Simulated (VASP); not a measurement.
# Si3Se2 (R-3m) in VASP: single point with PBE

Aim: the single point of Si3Se2 with PBE.

All numbers are computed with VASP 6.6.1; they aren't measurements. Logs are shortened: lines on timing, memory, paths and dates and some standing lists are left out, and cuts for length are marked.

**1. The cell of the first run**

Symmetry: R-3m, No. 166, trigonal system. Conventional cell: a = 3.736 Å, b = 3.736 Å, c = 24.324 Å, α = 90.00°, β = 90.00°, γ = 120.00°. Within 3.4 Å of Si (site symmetry -3m) lie 6 Se at 2.59 Å. Si (site symmetry 3m) has 3 Si at 2.31 Å and 3 Se at 3.08 Å within 3.1 Å. Within 3.4 Å of Se (site symmetry 3m) lie 6 Si at 2.59 to 3.08 Å.

**2. Single point, PBE**

File INCAR:

```
ALGO = Normal
EDIFF = 1E-7
ENCUT = 520
GGA = PE
ISIF = 2
ISMEAR = 0
LASPH = True
LCHARG = True
LELF = True
LREAL = False
LVHAR = True
LWAVE = False
NBANDS = 20
NELM = 80
PREC = Accurate
SIGMA = 0.1
```

File KPOINTS:

```
k-points
0
Gamma
  12 12 12
```

File POSCAR:

```
Si3Se2
1.0
    1.8678918160      1.0784278428      8.1078725606
   -1.8678918160      1.0784278428      8.1078725606
    0.0000000000     -2.1568556855      8.1078725606
Si Se
3 2
Direct
    0.0000000000      0.0000000000      0.0000000000
    0.1839353942      0.1839353942      0.1839353942
    0.8160646058      0.8160646058      0.8160646058
    0.3920776842      0.3920776842      0.3920776842
    0.6079223158      0.6079223158      0.6079223158
```

Potentials or basis: VASP PAW PBE potentials, release 64 (Si, Se).

On the command line:

```sh
$ cat potpaw_PBE.64/Si/POTCAR potpaw_PBE.64/Se/POTCAR > POTCAR
$ mpirun -np 1 vasp_std > vasp.out
```

OUTCAR:

```text
EDIFF = 1E-7
   ENCUT = 520
   GGA = PE
   ISIF = 2
   ISMEAR = 0
   LASPH = True
   LREAL = False
   NELM = 80
   PREC = Accurate

 ion  position               nearest neighbor table
   1  0.000  0.000  0.000-   5 2.59   4 2.59   5 2.59   5 2.59   4 2.59   4 2.59
   2  0.184  0.184  0.184-   3 2.31   3 2.31   3 2.31
   3  0.816  0.816  0.816-   2 2.31   2 2.31   2 2.31
   4  0.392  0.392  0.392-   1 2.59   1 2.59   1 2.59
   5  0.608  0.608  0.608-   1 2.59   1 2.59   1 2.59

  LATTYP: Found a trigonal (rhomboedric) cell.
 ALAT       =     8.3898524366
 COS(alpha) =     0.9008655071

  Lattice vectors:

 A1 = (   1.8678918160,   1.0784278428,   8.1078725606)
 A2 = (  -1.8678918160,   1.0784278428,   8.1078725606)
 A3 = (   0.0000000000,  -2.1568556855,   8.1078725606)

Analysis of symmetry for initial positions (statically):
=====================================================================
 Subroutine PRICEL returns:
 Original cell was already a primitive cell.

 Routine SETGRP: Setting up the symmetry group for a
 trigonal (rhombohedral) supercell.

 Subroutine GETGRP returns: Found 12 space group operations
 (whereof 12 operations were pure point group operations)
 out of a pool of 12 trial point group operations.

The static configuration has the point symmetry D_3d.

Analysis of symmetry for dynamics (positions and initial velocities):
=====================================================================
 Subroutine PRICEL returns:
 Original cell was already a primitive cell.

 Routine SETGRP: Setting up the symmetry group for a
 trigonal (rhombohedral) supercell.

 Subroutine GETGRP returns: Found 12 space group operations
 (whereof 12 operations were pure point group operations)
 out of a pool of 12 trial point group operations.

The dynamic configuration has the point symmetry D_3d.

 Subroutine INISYM returns: Found 12 space group operations
 (whereof 12 operations are pure point group operations),
 and found     1 'primitive' translations

----------------------------------------------------------------------------------------

                                     Primitive cell

  volume of cell :      97.9943

  direct lattice vectors                    reciprocal lattice vectors
     1.867891816  1.078427843  8.107872561     0.267681455  0.154545960  0.041112305
    -1.867891816  1.078427843  8.107872561    -0.267681455  0.154545960  0.041112305
     0.000000000 -2.156855686  8.107872561     0.000000000 -0.309091921  0.041112305

  length of vectors
     8.389852437  8.389852437  8.389852437     0.311814107  0.311814107  0.311814107

  position of ions in fractional coordinates (direct lattice)
     0.000000000  0.000000000  0.000000000
     0.183935394  0.183935394  0.183935394
     0.816064606  0.816064606  0.816064606
     0.392077684  0.392077684  0.392077684
     0.607922316  0.607922316  0.607922316

  ion indices of the primitive-cell ions
   primitive index   ion index
                 1           1
                 2           2
                 3           3
                 4           4
                 5           5

----------------------------------------------------------------------------------------

 KPOINTS: k-points

Automatic generation of k-mesh.
 Grid dimensions read from file:
 generate k-points for:   12   12   12

 Generating k-lattice:

  Cartesian coordinates                     Fractional coordinates (reciprocal lattice)
     0.022306788  0.012878830  0.003426025     0.083333333 -0.000000000  0.000000000
    -0.022306788  0.012878830  0.003426025    -0.000000000  0.083333333  0.000000000
     0.000000000 -0.025757660  0.003426025     0.000000000  0.000000000  0.083333333

  Length of vectors
     0.025984509  0.025984509  0.025984509

  Shift w.r.t. Gamma in fractional coordinates (k-lattice)
     0.000000000  0.000000000  0.000000000

 Subroutine IBZKPT returns following result:
 ===========================================

 Found    189 irreducible k-points:

 Following reciprocal coordinates:
            Coordinates               Weight
  0.000000  0.000000  0.000000      1.000000
  0.083333  0.000000 -0.000000      6.000000
  0.166667  0.000000 -0.000000      6.000000
  0.250000  0.000000 -0.000000      6.000000
  0.333333  0.000000 -0.000000      6.000000
  0.416667  0.000000 -0.000000      6.000000
[... 16 lines left out ...]
  0.500000  0.166667 -0.000000     12.000000
 -0.416667  0.166667  0.000000     12.000000
 [... further k-points ...]
   k-points           NKPTS =    189   k-points in BZ     NKDIM =    189   number of bands    NBANDS=     20
   number of dos      NEDOS =    301   number of ions     NIONS =      5
   total plane-waves  NPLWV = 262144
   dimension x,y,z NGX =    64 NGY =   64 NGZ =   64
   dimension x,y,z NGXF=   128 NGYF=  128 NGZF=  128
   ions per type =               3   2
   NGX,Y,Z   is equivalent  to a cutoff of  12.68, 12.68, 12.68 a.u.
   NGXF,Y,Z  is equivalent  to a cutoff of  25.36, 25.36, 25.36 a.u.
 SYSTEM =  unknown system
   PREC   = accura    normal or accurate (medium, high low for compatibility)
   ISTART =      0    job   : 0-new  1-cont  2-samecut
   ICHARG =      2    charge: 1-file 2-atom 10-const
   ISPIN  =      1    spin polarized calculation?
   LNONCOLLINEAR =      F non collinear calculations
   LSORBIT =      F    spin-orbit coupling
   LASPH  =      T    aspherical Exc in radial PAW
   ENCUT  =  520.0 eV  38.22 Ry    6.18 a.u.  15.60 15.60 15.60*2*pi/ulx,y,z
   NELM   =     80;   NELMIN=  2; NELMDL= -5     # of ELM steps
   EDIFF  = 0.1E-06   stopping-criterion for ELM
   LREAL  =      F    real-space projection
   EDIFFG = 0.1E-05   stopping-criterion for IOM
   NSW    =      0    number of steps for IOM
   IBRION =     -1    ionic relax: 0-MD 1-quasi-New 2-CG
   NFREE  =      0    steps in history (QN), initial steepest desc. (CG)
   ISIF   =      2    stress and relaxation
   ISYM   =      2    0-nonsym 1-usesym 2-fastsym
   POTIM  = 0.5000    time-step for ionic-motion
   TEBEG  =    0.0;   TEEND  =   0.0 temperature during run
   PSTRESS=    0.0 pullay stress
   NELECT =      24.0000    total number of electrons
   NUPDOWN=      -1.0000    fix difference up-down
   EMIN   =  10.00;   EMAX   =-10.00  energy-range for DOS
   EFERMI =   0.00;   METHOD = LEGACY
   ISMEAR =     0;   SIGMA  =   0.10  broadening in eV -4-tet -1-fermi 0-gaus
   EFERMI_NEDOS =   21; number of points for ismear=-14 and -15
   IALGO  =     38    algorithm
   IMIX   =      4    mixing-type and parameters
     AMIX     =   0.40;   BMIX     =  1.00
     AMIX_MAG =   1.60;   BMIX_MAG =  1.00
  volume/ion in A,a.u.               =      19.60       132.26
  Fermi-wavevector in a.u.,A,eV,Ry     =   1.024263  1.935577 14.274079  1.049115
  Thomas-Fermi vector in A             =   2.158041
   LORBIT       =      0    0 simple, 1 ext, 2 COOP (PROOUT), +10 PAW based schemes
   GGA     = PE    functional components
   LHFCALC =     F    Hartree Fock is set to
   AEXX    =    0.0000 exact exchange contribution
   IVDW    =     0    specifies the selected vdW correction
   LEPSILON=     F    determine dielectric tensor
   LRPA    =     F    only Hartree local field effects (RPA)
 non-spin polarized calculation
 Gauss-broadening in eV      SIGMA  =   0.10
  energy-cutoff  :      520.00
  volume of cell :       97.99
 maximum number of plane-waves:      2657
   NGX = 31   NGY = 31   NGZ = 31

 number of electron      24.0000000 magnetization

 Free energy of the ion-electron system (eV)
  ---------------------------------------------------
  ext. energy  EPLUGINS =         0.00000000
  ---------------------------------------------------
  free energy    TOTEN  =       -22.76097522 eV

  energy without entropy =      -22.75579879  energy(sigma->0) =      -22.75838700

 E-fermi :   6.1531     XC(G=0): -10.0535

 val. band max:        6.1450415692   @ k =   0.2500   0.1667   0.1667
 cond. band min:       6.1572096193   @ k =   0.5000   0.3333   0.2500
 fundamental gap:      0.0121680501
 Fermi energy:         6.1531019506

 k-point     1 :       0.0000    0.0000    0.0000
  band No.  band energies     occupation
      1      -9.0909      2.00000
      2      -7.5570      2.00000
      3      -4.9874      2.00000
      4      -0.1751      2.00000
      5       1.3802      2.00000
      6       4.1368      2.00000
[... 12 lines left out ...]
     19      10.3487      0.00000
     20      10.3487      0.00000

 k-point     2 :       0.0833    0.0000   -0.0000
  band No.  band energies     occupation
      1      -9.0192      2.00000
      2      -7.5142      2.00000
      3      -4.8950      2.00000
      4      -0.2376      2.00000
      5       1.4173      2.00000
      6       3.3728      2.00000
[... 12 lines left out ...]
     19      10.4496      0.00000
     20      10.4676      0.00000

 k-point     3 :       0.1667    0.0000   -0.0000
  band No.  band energies     occupation
      1      -8.8090      2.00000
      2      -7.3948      2.00000
      3      -4.6206      2.00000
      4      -0.4929      2.00000
      5       1.4288      2.00000
      6       2.4524      2.00000
[... 12 lines left out ...]
     19      10.7825      0.00000
     20      11.4827      0.00000

 k-point     4 :       0.2500    0.0000   -0.0000
  band No.  band energies     occupation
      1      -8.4775      2.00000
      2      -7.2285      2.00000
      3      -4.1746      2.00000
      4      -1.0515      2.00000
      5       1.0719      2.00000
      6       1.9784      2.00000
[... 12 lines left out ...]
     19      11.4509      0.00000
     20      11.7971      0.00000

 k-point     5 :       0.3333    0.0000   -0.0000
  band No.  band energies     occupation
      1      -8.0621      2.00000
      2      -7.0737      2.00000
      3      -3.5891      2.00000
      4      -1.7612      2.00000
      5       0.4928      2.00000
      6       0.8661      2.00000
[... 12 lines left out ...]
     19      11.5484      0.00000
     20      12.4050      0.00000

 k-point     6 :       0.4167    0.0000   -0.0000
  band No.  band energies     occupation
      1      -7.6402      2.00000
      2      -7.0150      2.00000
      3      -3.0434      2.00000
      4      -2.1670      2.00000
      5      -0.3418      2.00000
      6       0.0715      2.00000
[... 12 lines left out ...]
     19      12.0868      0.00000
     20      13.2773      0.00000

 k-point     7 :       0.5000    0.0000   -0.0000
  band No.  band energies     occupation
      1      -7.4052      2.00000
      2      -7.0568      2.00000
      3      -2.9654      2.00000
      4      -1.9029      2.00000
      5      -1.0550      2.00000
      6      -0.1109      2.00000
[... 12 lines left out ...]
     19      12.4916      0.00000
     20      13.5430      0.00000
[... 277 lines left out ...]
 k-point    20 :       0.2500    0.1667   -0.0000
  band No.  band energies     occupation
      1      -8.6011      2.00000
      2      -7.3057      2.00000
      3      -4.3189      2.00000
      4      -0.7686      2.00000
      5       0.9265      2.00000
      6       2.3458      2.00000
[... 12 lines left out ...]
     19      10.8913      0.00000
     20      12.0114      0.00000

 k-point    21 :       0.3333    0.1667   -0.0000
  band No.  band energies     occupation
      1      -8.2834      2.00000
      2      -7.1594      2.00000
      3      -3.8866      2.00000
      4      -1.2324      2.00000
      5       0.6065      2.00000
      6       1.6331      2.00000
[... 12 lines left out ...]
     19      10.9715      0.00000
     20      12.1056      0.00000

 k-point    22 :       0.4167    0.1667   -0.0000
  band No.  band energies     occupation
      1      -7.8912      2.00000
      2      -7.0224      2.00000
      3      -3.3328      2.00000
      4      -1.8022      2.00000
      5       0.2202      2.00000
      6       0.9011      2.00000
[... 12 lines left out ...]
     19      11.6482      0.00000
     20      11.9538      0.00000

 k-point    23 :       0.5000    0.1667   -0.0000
  band No.  band energies     occupation
      1      -7.5010      2.00000
      2      -6.9689      2.00000
      3      -2.8373      2.00000
      4      -2.1208      2.00000
      5      -0.3905      2.00000
      6       0.2551      2.00000
[... 12 lines left out ...]
     19      11.5465      0.00000
     20      12.7929      0.00000

 k-point    24 :      -0.4167    0.1667    0.0000
  band No.  band energies     occupation
      1      -7.2897      2.00000
      2      -7.0020      2.00000
      3      -2.7645      2.00000
      4      -1.8964      2.00000
      5      -0.9838      2.00000
      6       0.0546      2.00000
[... 12 lines left out ...]
     19      12.0616      0.00000
     20      12.7262      0.00000

 [... further k-points ...]
[... 5 lines left out ...]
  --------------------------------------------------------------------------------------
  -------------------------------------------------------------------------------------
  Total        0.0163522      0.0163522      0.0049885      0.0000000      0.0000000      0.0000000
  in kB        0.2673536      0.2673536      0.0815606      0.0000000      0.0000000      0.0000000
  external PRESSURE =       0.2054226 kB  Pullay stress =       0.0000000 kB

 VOLUME and BASIS-vectors are now :
 -----------------------------------------------------------------------------
  energy-cutoff  :      520.00
  volume of cell :       97.99
      direct lattice vectors                 reciprocal lattice vectors
     1.867891816  1.078427843  8.107872561     0.267681455  0.154545960  0.041112305
    -1.867891816  1.078427843  8.107872561    -0.267681455  0.154545960  0.041112305
     0.000000000 -2.156855686  8.107872561     0.000000000 -0.309091921  0.041112305

 POSITION                                       TOTAL-FORCE (eV/Angst)
 -----------------------------------------------------------------------------------
      0.00000      0.00000      0.00000         0.000000      0.000000      0.000000
      0.00000      0.00000      4.47397        -0.000000     -0.000000     -0.010621
      0.00000      0.00000     19.84964        -0.000000      0.000000      0.010621
      0.00000      0.00000      9.53675        -0.000000      0.000000      0.009599
      0.00000      0.00000     14.78687        -0.000000     -0.000000     -0.009599
 -----------------------------------------------------------------------------------
    total drift:                               -0.000000     -0.000000      0.000000

  FREE ENERGIE OF THE ION-ELECTRON SYSTEM (eV)
  ---------------------------------------------------
  free  energy   TOTEN  =       -22.7609752166 eV

  energy  without entropy=      -22.7557987869  energy(sigma->0) =      -22.75838700
```

Run time: 17 min. Hardware: 1 thread of Intel Xeon 6975P-C (Granite Rapids), shared host; peak memory 0.73 GiB.

Results:

| Quantity | Value |
| --- | --- |
| Free energy | -22.7610 eV |
| Pressure | 0.0 GPa |
| Largest force | 0.011 eV/Å |
| Band gap on the k mesh | zero (band 12 reaches 6.87 eV, above the bottom of band 13 at 5.14 eV) |

Forces on the atoms (eV/Å):
```
Si   0.000  0.000  0.000
Si   0.000  0.000 -0.011
Si   0.000  0.000  0.011
Se   0.000  0.000  0.010
Se   0.000  0.000 -0.010
```
